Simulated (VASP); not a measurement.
# ZnS (Wurtzite-2H) (P6_3mc) in VASP: a series of runs

ZnS (Wurtzite-2H) is run at these levels: LDA, PBEsol; tasks: single point.

All numbers are computed with VASP 6.6.1; they aren't measurements. Logs are shortened: lines on timing, memory, paths and dates and some standing lists are left out, and cuts for length are marked.

## Step 1: The cell of the first run

It takes space group P6_3mc (No. 186, hexagonal). The conventional cell has a = 3.886 Å, b = 3.886 Å, c = 6.356 Å, α = 90.00°, β = 90.00°, γ = 120.00°. Within 3.1 Å of Zn (site symmetry 3m) lie 4 S at 2.36 to 2.45 Å. Within 3.1 Å of S (site symmetry 3m) lie 4 Zn at 2.36 to 2.45 Å.

## Step 2: Single point, LDA (volume scaled by 1.06)

INCAR reads:

```
PREC = Accurate
ENCUT = 520
EDIFF = 1E-6
ISMEAR = -1
SIGMA = 0.05
LREAL = F
LASPH = T
NELM = 100
ALGO = Normal
ISIF = 2
LWAVE = F
LCHARG = F
NBANDS = 26
```

KPOINTS reads:

```
Automatic mesh
0
Gamma
  8 8 5
```

POSCAR reads:

```
ZnS
1.0
    3.8857444663      0.0000000000      0.0000000000
   -1.9428722331      3.3651534204      0.0000000000
    0.0000000000      0.0000000000      6.3562663350
Zn S
2 2
Direct
    0.6666666667      0.3333333333      0.5000000000
    0.3333333333      0.6666666667      0.0000000000
    0.6666666667      0.3333333333      0.8850000000
    0.3333333333      0.6666666667      0.3850000000
```

Potentials or basis: VASP PAW LDA potentials, release 64 (Zn, S).

Run with:

```sh
$ cat potpaw_LDA.64/Zn/POTCAR potpaw_LDA.64/S/POTCAR > POTCAR
$ mpirun -np 1 vasp_std > vasp.out
```

OUTCAR:

```text
PREC = Accurate
   ENCUT = 520
   EDIFF = 1E-6
   ISMEAR = -1
   LREAL = F
   LASPH = T
   NELM = 100
   ISIF = 2

 ion  position               nearest neighbor table
   1  0.667  0.333  0.500-   4 2.36   4 2.36   4 2.36   3 2.45
   2  0.333  0.667  0.000-   3 2.36   3 2.36   3 2.36   4 2.45
   3  0.667  0.333  0.885-   2 2.36   2 2.36   2 2.36   1 2.45
   4  0.333  0.667  0.385-   1 2.36   1 2.36   1 2.36   2 2.45

  LATTYP: Found a hexagonal cell.
 ALAT       =     3.8857444663
 C/A-ratio  =     1.6357911309

  Lattice vectors:

 A1 = (   3.8857444663,   0.0000000000,   0.0000000000)
 A2 = (  -1.9428722331,   3.3651534204,   0.0000000000)
 A3 = (   0.0000000000,   0.0000000000,   6.3562663350)

Analysis of symmetry for initial positions (statically):
=====================================================================
 Subroutine PRICEL returns:
 Original cell was already a primitive cell.

 Routine SETGRP: Setting up the symmetry group for a
 hexagonal supercell.

 Subroutine GETGRP returns: Found 12 space group operations
 (whereof  6 operations were pure point group operations)
 out of a pool of 24 trial point group operations.

The static configuration has the point symmetry C_3v.
 The point group associated with its full space group is C_6v.

Analysis of symmetry for dynamics (positions and initial velocities):
=====================================================================
 Subroutine PRICEL returns:
 Original cell was already a primitive cell.

 Routine SETGRP: Setting up the symmetry group for a
 hexagonal supercell.

 Subroutine GETGRP returns: Found 12 space group operations
 (whereof  6 operations were pure point group operations)
 out of a pool of 24 trial point group operations.

The dynamic configuration has the point symmetry C_3v.
 The point group associated with its full space group is C_6v.

 Subroutine INISYM returns: Found 12 space group operations
 (whereof  6 operations are pure point group operations),
 and found     1 'primitive' translations

----------------------------------------------------------------------------------------

                                     Primitive cell

  volume of cell :      83.1153

  direct lattice vectors                    reciprocal lattice vectors
     3.885744466  0.000000000  0.000000000     0.257350942  0.148581636  0.000000000
    -1.942872233  3.365153420  0.000000000     0.000000000  0.297163272  0.000000000
     0.000000000  0.000000000  6.356266335     0.000000000  0.000000000  0.157325063

  length of vectors
     3.885744466  3.885744466  6.356266335     0.297163272  0.297163272  0.157325063

  position of ions in fractional coordinates (direct lattice)
     0.666666667  0.333333333  0.500000000
     0.333333333  0.666666667  0.000000000
     0.666666667  0.333333333  0.885000000
     0.333333333  0.666666667  0.385000000

  ion indices of the primitive-cell ions
   primitive index   ion index
                 1           1
                 2           2
                 3           3
                 4           4

----------------------------------------------------------------------------------------

 KPOINTS: Automatic mesh

Automatic generation of k-mesh.
 Grid dimensions read from file:
 generate k-points for:    8    8    5

 Generating k-lattice:

  Cartesian coordinates                     Fractional coordinates (reciprocal lattice)
     0.032168868  0.018572704  0.000000000     0.125000000 -0.000000000  0.000000000
     0.000000000  0.037145409  0.000000000     0.000000000  0.125000000  0.000000000
     0.000000000  0.000000000  0.031465013     0.000000000  0.000000000  0.200000000

  Length of vectors
     0.037145409  0.037145409  0.031465013

  Shift w.r.t. Gamma in fractional coordinates (k-lattice)
     0.000000000  0.000000000  0.000000000

 Subroutine IBZKPT returns following result:
 ===========================================

 Found     30 irreducible k-points:

 Following reciprocal coordinates:
            Coordinates               Weight
  0.000000  0.000000  0.000000      1.000000
  0.125000  0.000000  0.000000      6.000000
  0.250000  0.000000  0.000000      6.000000
  0.375000  0.000000  0.000000      6.000000
  0.500000  0.000000  0.000000      3.000000
  0.125000  0.125000  0.000000      6.000000
[... 16 lines left out ...]
  0.250000  0.000000  0.400000     12.000000
  0.375000  0.000000  0.400000     12.000000
 [... further k-points ...]
   k-points           NKPTS =     30   k-points in BZ     NKDIM =     30   number of bands    NBANDS=     26
   number of dos      NEDOS =    301   number of ions     NIONS =      4
   total plane-waves  NPLWV =  43200
   dimension x,y,z NGX =    30 NGY =   30 NGZ =   48
   dimension x,y,z NGXF=    60 NGYF=   60 NGZF=   96
   ions per type =               2   2
   NGX,Y,Z   is equivalent  to a cutoff of  12.84, 12.84, 12.55 a.u.
   NGXF,Y,Z  is equivalent  to a cutoff of  25.67, 25.67, 25.11 a.u.
 SYSTEM =  unknown system
   PREC   = accura    normal or accurate (medium, high low for compatibility)
   ISTART =      0    job   : 0-new  1-cont  2-samecut
   ICHARG =      2    charge: 1-file 2-atom 10-const
   ISPIN  =      1    spin polarized calculation?
   LNONCOLLINEAR =      F non collinear calculations
   LSORBIT =      F    spin-orbit coupling
   LASPH  =      T    aspherical Exc in radial PAW
   ENCUT  =  520.0 eV  38.22 Ry    6.18 a.u.   7.22  7.22 11.82*2*pi/ulx,y,z
   NELM   =    100;   NELMIN=  2; NELMDL= -5     # of ELM steps
   EDIFF  = 0.1E-05   stopping-criterion for ELM
   LREAL  =      F    real-space projection
   EDIFFG = 0.1E-04   stopping-criterion for IOM
   NSW    =      0    number of steps for IOM
   IBRION =     -1    ionic relax: 0-MD 1-quasi-New 2-CG
   NFREE  =      0    steps in history (QN), initial steepest desc. (CG)
   ISIF   =      2    stress and relaxation
   ISYM   =      2    0-nonsym 1-usesym 2-fastsym
   POTIM  = 0.5000    time-step for ionic-motion
   TEBEG  =    0.0;   TEEND  =   0.0 temperature during run
   PSTRESS=    0.0 pullay stress
   NELECT =      36.0000    total number of electrons
   NUPDOWN=      -1.0000    fix difference up-down
   EMIN   =  10.00;   EMAX   =-10.00  energy-range for DOS
   EFERMI =   0.00;   METHOD = LEGACY
   ISMEAR =    -1;   SIGMA  =   0.05  broadening in eV -4-tet -1-fermi 0-gaus
   EFERMI_NEDOS =   21; number of points for ismear=-14 and -15
   IALGO  =     38    algorithm
   IMIX   =      4    mixing-type and parameters
     AMIX     =   0.40;   BMIX     =  1.00
     AMIX_MAG =   1.60;   BMIX_MAG =  1.00
  volume/ion in A,a.u.               =      20.78       140.22
  Fermi-wavevector in a.u.,A,eV,Ry     =   1.238650  2.340709 20.874790  1.534254
  Thomas-Fermi vector in A             =   2.373166
   LORBIT       =      0    0 simple, 1 ext, 2 COOP (PROOUT), +10 PAW based schemes
   GGA     = CA    functional components
   LHFCALC =     F    Hartree Fock is set to
   AEXX    =    0.0000 exact exchange contribution
   IVDW    =     0    specifies the selected vdW correction
   LEPSILON=     F    determine dielectric tensor
   LRPA    =     F    only Hartree local field effects (RPA)
 non-spin polarized calculation
  energy-cutoff  :      520.00
  volume of cell :       83.12
 maximum number of plane-waves:      2255
 NGX is ok and might be reduce to    30
   NGX = 15   NGY = 15   NGZ = 23

 number of electron      36.0000025 magnetization

 Free energy of the ion-electron system (eV)
  ---------------------------------------------------
  ext. energy  EPLUGINS =         0.00000000
  ---------------------------------------------------
  free energy    TOTEN  =       -16.17380235 eV

  energy without entropy =      -16.17380234  energy(sigma->0) =      -16.17380235

 E-fermi :   2.3657     XC(G=0):  -9.7966

 val. band max:        1.4628952413   @ k =   0.0000   0.0000   0.0000
 cond. band min:       3.2073816271   @ k =   0.0000   0.0000   0.0000
 fundamental gap:      1.7444863859
 Fermi energy:         2.3656564967

 k-point     1 :       0.0000    0.0000    0.0000
  band No.  band energies     occupation
      1     -11.3206      2.00000
      2     -10.4780      2.00000
      3      -4.8629      2.00000
      4      -4.8629      2.00000
      5      -4.8069      2.00000
      6      -4.8069      2.00000
[... 18 lines left out ...]
     25       8.9121      0.00000
     26      10.1990      0.00000

 k-point     2 :       0.1250    0.0000    0.0000
  band No.  band energies     occupation
      1     -11.2224      2.00000
      2     -10.4221      2.00000
      3      -4.8665      2.00000
      4      -4.8412      2.00000
      5      -4.7985      2.00000
      6      -4.7790      2.00000
[... 18 lines left out ...]
     25       9.3638      0.00000
     26       9.7120      0.00000

 k-point     3 :       0.2500    0.0000    0.0000
  band No.  band energies     occupation
      1     -10.9599      2.00000
      2     -10.2917      2.00000
      3      -4.8556      2.00000
      4      -4.7932      2.00000
      5      -4.7719      2.00000
      6      -4.7087      2.00000
[... 18 lines left out ...]
     25       9.5835      0.00000
     26      10.1077      0.00000

 k-point     4 :       0.3750    0.0000    0.0000
  band No.  band energies     occupation
      1     -10.6381      2.00000
      2     -10.1862      2.00000
      3      -4.8225      2.00000
      4      -4.7552      2.00000
      5      -4.7003      2.00000
      6      -4.6357      2.00000
[... 18 lines left out ...]
     25       9.9015      0.00000
     26      11.2165      0.00000
[... 496 lines left out ...]
      1     -10.9708      2.00000
      2     -10.7252      2.00000
      3      -4.8546      2.00000
      4      -4.8298      2.00000
      5      -4.8245      2.00000
      6      -4.8053      2.00000
[... 18 lines left out ...]
     25       8.6863      0.00000
     26       8.8835      0.00000

 k-point    23 :       0.2500    0.0000    0.4000
  band No.  band energies     occupation
      1     -10.7430      2.00000
      2     -10.5369      2.00000
      3      -4.8460      2.00000
      4      -4.8135      2.00000
      5      -4.7671      2.00000
      6      -4.7410      2.00000
[... 18 lines left out ...]
     25       9.0906      0.00000
     26       9.6884      0.00000

 k-point    24 :       0.3750    0.0000    0.4000
  band No.  band energies     occupation
      1     -10.4818      2.00000
      2     -10.3415      2.00000
      3      -4.8225      2.00000
      4      -4.7845      2.00000
      5      -4.7147      2.00000
      6      -4.6774      2.00000
[... 18 lines left out ...]
     25      10.0136      0.00000
     26      10.5876      0.00000

 [... further k-points ...]
[... 5 lines left out ...]
  --------------------------------------------------------------------------------------
  -------------------------------------------------------------------------------------
  Total       -3.5877585     -3.5877585     -4.0022999     -0.0000000     -0.0000000      0.0000000
  in kB      -69.1596180    -69.1596180    -77.1505478     -0.0000000     -0.0000000      0.0000000
  external PRESSURE =     -71.8232613 kB  Pullay stress =       0.0000000 kB

 VOLUME and BASIS-vectors are now :
 -----------------------------------------------------------------------------
  energy-cutoff  :      520.00
  volume of cell :       83.12
      direct lattice vectors                 reciprocal lattice vectors
     3.885744466  0.000000000  0.000000000     0.257350942  0.148581636  0.000000000
    -1.942872233  3.365153420  0.000000000     0.000000000  0.297163272  0.000000000
     0.000000000  0.000000000  6.356266335     0.000000000  0.000000000  0.157325063

 POSITION                                       TOTAL-FORCE (eV/Angst)
 -----------------------------------------------------------------------------------
      1.94287      1.12172      3.17813        -0.000000      0.000000      0.233886
     -0.00000      2.24344      0.00000         0.000000     -0.000000      0.233886
      1.94287      1.12172      5.62530         0.000000     -0.000000     -0.233886
     -0.00000      2.24344      2.44716        -0.000000      0.000000     -0.233886
 -----------------------------------------------------------------------------------
    total drift:                               -0.000000     -0.000000      0.000797

  FREE ENERGIE OF THE ION-ELECTRON SYSTEM (eV)
  ---------------------------------------------------
  free  energy   TOTEN  =       -16.1738023454 eV

  energy  without entropy=      -16.1738023449  energy(sigma->0) =      -16.17380235
```

It took 45 s on 1 thread of Intel Xeon Platinum 8259CL at 2.50GHz (Skylake/Cascade Lake), shared host; peak memory 0.2 GiB.

Results:

- Free energy: -16.1738 eV
- Pressure: -7.2 GPa
- Largest force: 0.234 eV/Å
- Band gap on the k mesh: 1.74 eV, direct

Forces in eV/Å, atoms in the order of the input:
```
Zn   0.000  0.000  0.234
Zn   0.000  0.000  0.234
S    0.000  0.000 -0.234
S    0.000  0.000 -0.234
```

[end of part 1 of 2]
